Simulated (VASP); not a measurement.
# KI (Amm2) in VASP: a series of runs

KI is run at these levels: PBEsol; tasks: single point.

All numbers are computed with VASP 6.6.1; they aren't measurements. Logs are shortened: lines on timing, memory, paths and dates and some standing lists are left out, and cuts for length are marked.

## 1. The cell of the first run

Symmetry: Amm2, No. 38, orthorhombic system. Conventional cell: a = 4.291 Å, b = 6.069 Å, c = 6.069 Å, α = 90.00°, β = 90.00°, γ = 90.00°. Within 4.6 Å of K (site symmetry mm2) lie 8 I at 3.48 to 3.97 Å and 6 K at 4.29 Å. I (site symmetry mm2) has 8 K at 3.48 to 3.97 Å and 6 I at 4.29 Å within 4.6 Å.

## 2. Single point, PBEsol (all K atoms moved -0.300 Å, as atom 1 along Cartesian [1 1 0])

File INCAR:

```
SYSTEM = KI
  ALGO = Normal
  EDIFF = 1E-7
  ENCUT = 520
  GGA = PS
  ISIF = 2
  ISMEAR = 0
  LASPH = .True.
  LCHARG = .False.
  LREAL = .False.
  LWAVE = .False.
  NBANDS = 15
  NELM = 100
  PREC = Accurate
  SIGMA = 0.05
```

File KPOINTS:

```
k-points
0
Gamma
  6 6 6
  0 0 0
```

File POSCAR:

```
KI
1.0
    4.2911966600      0.0000000000      0.0000000000
    0.0000000000      4.2911966600      0.0000000000
    0.0000000000      0.0000000000      4.2911966600
K I
1 1
Direct
   -0.0494342374     -0.0494342374      0.0000000000
    0.5000000000      0.5000000000      0.5000000000
```

Potentials or basis: VASP PAW PBE potentials, release 64 (K_sv, I).

Launch:

```
$ cat potpaw_PBE.64/K_sv/POTCAR potpaw_PBE.64/I/POTCAR > POTCAR
$ mpirun -np 1 vasp_std > vasp.out
```

OUTCAR:

```text
SYSTEM = KI
   EDIFF = 1E-7
   ENCUT = 520
   GGA = PS
   ISIF = 2
   ISMEAR = 0
   LASPH = .True.
   LREAL = .False.
   NELM = 100
   PREC = Accurate

 ion  position               nearest neighbor table
   1  0.951  0.951  0.000-   2 3.48   2 3.48
   2  0.500  0.500  0.500-   1 3.48   1 3.48

  LATTYP: Found a simple cubic cell.
 ALAT       =     4.2911966600

  Lattice vectors:

 A1 = (   4.2911966600,   0.0000000000,   0.0000000000)
 A2 = (   0.0000000000,   4.2911966600,   0.0000000000)
 A3 = (   0.0000000000,   0.0000000000,   4.2911966600)

Analysis of symmetry for initial positions (statically):
=====================================================================
 Subroutine PRICEL returns:
 Original cell was already a primitive cell.

 Routine SETGRP: Setting up the symmetry group for a
 simple cubic supercell.

 Subroutine GETGRP returns: Found  4 space group operations
 (whereof  4 operations were pure point group operations)
 out of a pool of 48 trial point group operations.

The static configuration has the point symmetry C_2v.

Analysis of symmetry for dynamics (positions and initial velocities):
=====================================================================
 Subroutine PRICEL returns:
 Original cell was already a primitive cell.

 Routine SETGRP: Setting up the symmetry group for a
 simple cubic supercell.

 Subroutine GETGRP returns: Found  4 space group operations
 (whereof  4 operations were pure point group operations)
 out of a pool of 48 trial point group operations.

The dynamic configuration has the point symmetry C_2v.

 Subroutine INISYM returns: Found  4 space group operations
 (whereof  4 operations are pure point group operations),
 and found     1 'primitive' translations

----------------------------------------------------------------------------------------

                                     Primitive cell

  volume of cell :      79.0197

  direct lattice vectors                    reciprocal lattice vectors
     4.291196660  0.000000000  0.000000000     0.233035230  0.000000000  0.000000000
     0.000000000  4.291196660  0.000000000     0.000000000  0.233035230  0.000000000
     0.000000000  0.000000000  4.291196660     0.000000000  0.000000000  0.233035230

  length of vectors
     4.291196660  4.291196660  4.291196660     0.233035230  0.233035230  0.233035230

  position of ions in fractional coordinates (direct lattice)
     0.950565763  0.950565763  0.000000000
     0.500000000  0.500000000  0.500000000

  ion indices of the primitive-cell ions
   primitive index   ion index
                 1           1
                 2           2

----------------------------------------------------------------------------------------

 KPOINTS: k-points

Automatic generation of k-mesh.
 Grid dimensions read from file:
 generate k-points for:    6    6    6

 Generating k-lattice:

  Cartesian coordinates                     Fractional coordinates (reciprocal lattice)
     0.038839205  0.000000000  0.000000000     0.166666667  0.000000000  0.000000000
     0.000000000  0.038839205  0.000000000     0.000000000  0.166666667  0.000000000
     0.000000000  0.000000000  0.038839205     0.000000000  0.000000000  0.166666667

  Length of vectors
     0.038839205  0.038839205  0.038839205

  Shift w.r.t. Gamma in fractional coordinates (k-lattice)
     0.000000000  0.000000000  0.000000000

 Subroutine IBZKPT returns following result:
 ===========================================

 Found     52 irreducible k-points:

 Following reciprocal coordinates:
            Coordinates               Weight
  0.000000  0.000000  0.000000      1.000000
  0.166667  0.000000  0.000000      4.000000
  0.000000  0.000000  0.166667      2.000000
  0.333333  0.000000  0.000000      4.000000
  0.000000  0.000000  0.333333      2.000000
  0.500000  0.000000  0.000000      2.000000
[... 16 lines left out ...]
  0.333333  0.000000  0.500000      4.000000
  0.500000  0.500000  0.000000      1.000000
 [... further k-points ...]
   k-points           NKPTS =     52   k-points in BZ     NKDIM =     52   number of bands    NBANDS=     15
   number of dos      NEDOS =    301   number of ions     NIONS =      2
   total plane-waves  NPLWV =  32768
   dimension x,y,z NGX =    32 NGY =   32 NGZ =   32
   dimension x,y,z NGXF=    64 NGYF=   64 NGZF=   64
   ions per type =               1   1
   NGX,Y,Z   is equivalent  to a cutoff of  12.40, 12.40, 12.40 a.u.
   NGXF,Y,Z  is equivalent  to a cutoff of  24.79, 24.79, 24.79 a.u.
 SYSTEM =  KI
   PREC   = accura    normal or accurate (medium, high low for compatibility)
   ISTART =      0    job   : 0-new  1-cont  2-samecut
   ICHARG =      2    charge: 1-file 2-atom 10-const
   ISPIN  =      1    spin polarized calculation?
   LNONCOLLINEAR =      F non collinear calculations
   LSORBIT =      F    spin-orbit coupling
   LASPH  =      T    aspherical Exc in radial PAW
   ENCUT  =  520.0 eV  38.22 Ry    6.18 a.u.   7.98  7.98  7.98*2*pi/ulx,y,z
   NELM   =    100;   NELMIN=  2; NELMDL= -5     # of ELM steps
   EDIFF  = 0.1E-06   stopping-criterion for ELM
   LREAL  =      F    real-space projection
   EDIFFG = 0.1E-05   stopping-criterion for IOM
   NSW    =      0    number of steps for IOM
   IBRION =     -1    ionic relax: 0-MD 1-quasi-New 2-CG
   NFREE  =      0    steps in history (QN), initial steepest desc. (CG)
   ISIF   =      2    stress and relaxation
   ISYM   =      2    0-nonsym 1-usesym 2-fastsym
   POTIM  = 0.5000    time-step for ionic-motion
   TEBEG  =    0.0;   TEEND  =   0.0 temperature during run
   PSTRESS=    0.0 pullay stress
   NELECT =      16.0000    total number of electrons
   NUPDOWN=      -1.0000    fix difference up-down
   EMIN   =  10.00;   EMAX   =-10.00  energy-range for DOS
   EFERMI =   0.00;   METHOD = LEGACY
   ISMEAR =     0;   SIGMA  =   0.05  broadening in eV -4-tet -1-fermi 0-gaus
   EFERMI_NEDOS =   21; number of points for ismear=-14 and -15
   IALGO  =     38    algorithm
   IMIX   =      4    mixing-type and parameters
     AMIX     =   0.40;   BMIX     =  1.00
     AMIX_MAG =   1.60;   BMIX_MAG =  1.00
  volume/ion in A,a.u.               =      39.51       266.63
  Fermi-wavevector in a.u.,A,eV,Ry     =   0.961324  1.816639 12.573738  0.924144
  Thomas-Fermi vector in A             =   2.090686
   LORBIT       =      0    0 simple, 1 ext, 2 COOP (PROOUT), +10 PAW based schemes
   GGA     = PS    functional components
   LHFCALC =     F    Hartree Fock is set to
   AEXX    =    0.0000 exact exchange contribution
   IVDW    =     0    specifies the selected vdW correction
   LEPSILON=     F    determine dielectric tensor
   LRPA    =     F    only Hartree local field effects (RPA)
 non-spin polarized calculation
 Gauss-broadening in eV      SIGMA  =   0.05
  energy-cutoff  :      520.00
  volume of cell :       79.02
 maximum number of plane-waves:      2176
   NGX = 15   NGY = 15   NGZ = 15

 number of electron      16.0000003 magnetization

 Free energy of the ion-electron system (eV)
  ---------------------------------------------------
  ext. energy  EPLUGINS =         0.00000000
  ---------------------------------------------------
  free energy    TOTEN  =        -5.69915505 eV

  energy without entropy =       -5.69915505  energy(sigma->0) =       -5.69915505

 E-fermi :   1.0557     XC(G=0):  -7.8593

 val. band max:        0.7546309796   @ k =   0.0000   0.5000   0.5000
 cond. band min:       3.9741577164   @ k =   0.0000   0.0000   0.0000
 fundamental gap:      3.2195267368
 Fermi energy:         1.0556844823

 k-point     1 :       0.0000    0.0000    0.0000
  band No.  band energies     occupation
      1     -28.3756      2.00000
      2     -11.9099      2.00000
      3     -11.8951      2.00000
      4     -11.8949      2.00000
      5     -10.4166      2.00000
      6       0.3851      2.00000
      7       0.3968      2.00000
      8       0.4012      2.00000
      9       3.9742      0.00000
     10       5.4618      0.00000
     11       5.5487      0.00000
     12       9.1417      0.00000
     13       9.2224      0.00000
     14       9.2475      0.00000
     15      10.8770      0.00000

 k-point     2 :       0.1667    0.0000    0.0000
  band No.  band energies     occupation
      1     -28.3744      2.00000
      2     -11.9548      2.00000
      3     -11.8957      2.00000
      4     -11.8919      2.00000
      5     -10.3369      2.00000
      6      -0.2558      2.00000
      7       0.4143      2.00000
      8       0.4189      2.00000
      9       4.5550      0.00000
     10       5.6649      0.00000
     11       6.1857      0.00000
     12       9.0475      0.00000
     13       9.1408      0.00000
     14       9.3114      0.00000
     15      10.1074      0.00000

 k-point     3 :       0.0000    0.0000    0.1667
  band No.  band energies     occupation
      1     -28.3744      2.00000
      2     -11.9524      2.00000
      3     -11.8996      2.00000
      4     -11.8922      2.00000
      5     -10.3347      2.00000
      6      -0.2570      2.00000
      7       0.4126      2.00000
      8       0.4210      2.00000
      9       4.5566      0.00000
     10       5.7198      0.00000
     11       6.1109      0.00000
     12       9.0343      0.00000
     13       9.1239      0.00000
     14       9.3807      0.00000
     15       9.9165      0.00000

 k-point     4 :       0.3333    0.0000    0.0000
  band No.  band energies     occupation
      1     -28.3719      2.00000
      2     -12.0433      2.00000
      3     -11.8896      2.00000
      4     -11.8857      2.00000
      5     -10.1809      2.00000
      6      -1.1750      2.00000
      7       0.4492      2.00000
      8       0.4692      2.00000
      9       5.5054      0.00000
     10       6.1888      0.00000
     11       7.4235      0.00000
     12       8.6182      0.00000
     13       8.9841      0.00000
     14       9.1656      0.00000
     15       9.5492      0.00000
[... 307 lines left out ...]
 k-point    22 :       0.0000    0.5000    0.3333
  band No.  band energies     occupation
      1     -28.3671      2.00000
      2     -12.0138      2.00000
      3     -11.9618      2.00000
      4     -11.8790      2.00000
      5     -10.0784      2.00000
      6      -1.1230      2.00000
      7      -0.6742      2.00000
      8       0.6857      2.00000
      9       5.1082      0.00000
     10       6.4419      0.00000
     11       7.7401      0.00000
     12       8.0644      0.00000
     13       8.5309      0.00000
     14       9.4559      0.00000
     15      10.2871      0.00000

 k-point    23 :       0.3333    0.0000    0.5000
  band No.  band energies     occupation
      1     -28.3671      2.00000
      2     -12.0159      2.00000
      3     -11.9612      2.00000
      4     -11.8789      2.00000
      5     -10.0767      2.00000
      6      -1.1321      2.00000
      7      -0.6622      2.00000
      8       0.6831      2.00000
      9       5.1003      0.00000
     10       6.4354      0.00000
     11       7.8012      0.00000
     12       8.0010      0.00000
     13       8.5891      0.00000
     14       9.3396      0.00000
     15      10.2420      0.00000

 k-point    24 :       0.5000    0.5000    0.0000
  band No.  band energies     occupation
      1     -28.3660      2.00000
      2     -12.0033      2.00000
      3     -11.9828      2.00000
      4     -11.8733      2.00000
      5     -10.0590      2.00000
      6      -0.9635      2.00000
      7      -0.9596      2.00000
      8       0.7405      2.00000
      9       4.6036      0.00000
     10       6.3936      0.00000
     11       7.5426      0.00000
     12       7.6138      0.00000
     13       9.6242      0.00000
     14       9.7136      0.00000
     15      10.2320      0.00000

 [... further k-points ...]

------------------------ aborting loop because EDIFF is reached ----------------------------------------

  FORCE on cell =-STRESS in cart. coord.  units (eV):
  Direction    XX          YY          ZZ          XY          YZ          ZX
  --------------------------------------------------------------------------------------
  -------------------------------------------------------------------------------------
  Total       -0.1267466     -0.1267466     -0.1034581      0.1543065      0.0000000      0.0000000
  in kB       -2.5698729     -2.5698729     -2.0976837      3.1286693      0.0000000      0.0000000
  external PRESSURE =      -2.4124765 kB  Pullay stress =       0.0000000 kB

 VOLUME and BASIS-vectors are now :
 -----------------------------------------------------------------------------
  energy-cutoff  :      520.00
  volume of cell :       79.02
      direct lattice vectors                 reciprocal lattice vectors
     4.291196660  0.000000000  0.000000000     0.233035230  0.000000000  0.000000000
     0.000000000  4.291196660  0.000000000     0.000000000  0.233035230  0.000000000
     0.000000000  0.000000000  4.291196660     0.000000000  0.000000000  0.233035230

 POSITION                                       TOTAL-FORCE (eV/Angst)
 -----------------------------------------------------------------------------------
      4.07906      4.07906      0.00000         0.120260      0.120260      0.000000
      2.14560      2.14560      2.14560        -0.120260     -0.120260      0.000000
 -----------------------------------------------------------------------------------
    total drift:                                0.000005      0.000005     -0.000000

  FREE ENERGIE OF THE ION-ELECTRON SYSTEM (eV)
  ---------------------------------------------------
  free  energy   TOTEN  =        -5.6991550459 eV

  energy  without entropy=       -5.6991550459  energy(sigma->0) =       -5.69915505
```

It took 62 s on 1 thread of Intel Xeon 8259CL, shared host; peak memory 0.21 GiB.

Results:

```yaml
Free_energy: -5.6992 eV
Pressure: -0.2 GPa
Largest_force: 0.170 eV/Å
Band_gap_on_the_k_mesh: 3.22 eV (least direct gap 3.57 eV)
```

Forces in eV/Å, atoms in the order of the input:
```
K    0.120  0.120  0.000
I   -0.120 -0.120  0.000
```

Caveat: the cell differs from its parent crystal (all K atoms moved -0.300 Å, as atom 1 along Cartesian [1 1 0]); the PAW data sets were made with another functional, which shifts forces and pressure a little; spin-orbit coupling is left out, which moves the levels of the heavy elements. A k mesh can miss the band edges.

[end of part 1 of 2]
